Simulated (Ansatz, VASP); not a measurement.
## B3N2: VASP beside Ansatz

```
CELL_PARAMETERS angstrom
3.70610 0.00000 0.00000
0.00000 3.70610 0.00000
0.00000 0.00000 3.70610
ATOMIC_POSITIONS crystal
B 0.00000 0.50000 0.50000
B 0.50000 0.00000 0.50000
B 0.50000 0.50000 0.00000
N 0.00000 0.00000 0.00000
N 0.50000 0.50000 0.50000
```

Alike in both runs: task single point; functional PBE; k mesh 6 × 6 × 6; occupations gaussian, width 0.1 eV; collinear spin.

|  | VASP | Ansatz |
| --- | --- | --- |
| version | VASP 6.6.1 | Ansatz 0.2.0 |
| potentials or method | VASP PAW PBE potentials, release 64 (B, N), cutoff 520 eV | scalar-relativistic, plane waves, PAW |
| valence electrons in the cell | 19 | 19 |

VASP gave:

```
gap on the k mesh at the Fermi level (eV)                     : none
net moment per atom (μB)                                      : 0.10
size of the moment on the site where the two differ most (μB) : 0.08
```

**Question.** What did Ansatz give for the same quantities?

**Answer.** gap on the k mesh at the Fermi level (eV): none; net moment per atom (μB): 0.10; size of the moment on the site where the two differ most (μB): 0.10.

Site moments also hang on the region over which each program counts them. A gap of «none» marks a metal or a gap that the smearing closes.
